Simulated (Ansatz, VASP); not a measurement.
# Ir: VASP beside Ansatz

```
Ir
1.0
     0.00000    2.26637    1.50124
     2.26637    0.00000    1.50124
     2.26637    2.26637    0.00000
Ir
1
Direct
  0.00000 0.00000 0.00000
```

Alike in both runs: task single point; functional PBE; k mesh 22 × 22 × 22; occupations gaussian, width 0.15 eV; no spin polarisation.

|  | VASP | Ansatz |
| --- | --- | --- |
| version | VASP 6.6.1 | Ansatz 0.2.0 |
| potentials or method | VASP PAW PBE potentials, release 64 (Ir), cutoff 520 eV | scalar-relativistic, plane waves, PAW |
| valence electrons in the cell | 9 | 17 |

|  | VASP | Ansatz | Ansatz less VASP |
| --- | --- | --- | --- |
| gap on the k mesh at the Fermi level (eV) | none | none | - |
| pressure (GPa) | -7.9 | -8.3 | -0.44 |
| traceless stress, the component that is largest in VASP (GPa) | -17.68 | -17.98 | -0.299 |

A gap of «none» marks a metal or a gap that the smearing closes. VASP's potentials hold 9 valence electrons a cell and Ansatz's 17, so a difference there can come from the potentials and not from the codes.

Spin-orbit coupling is off throughout.
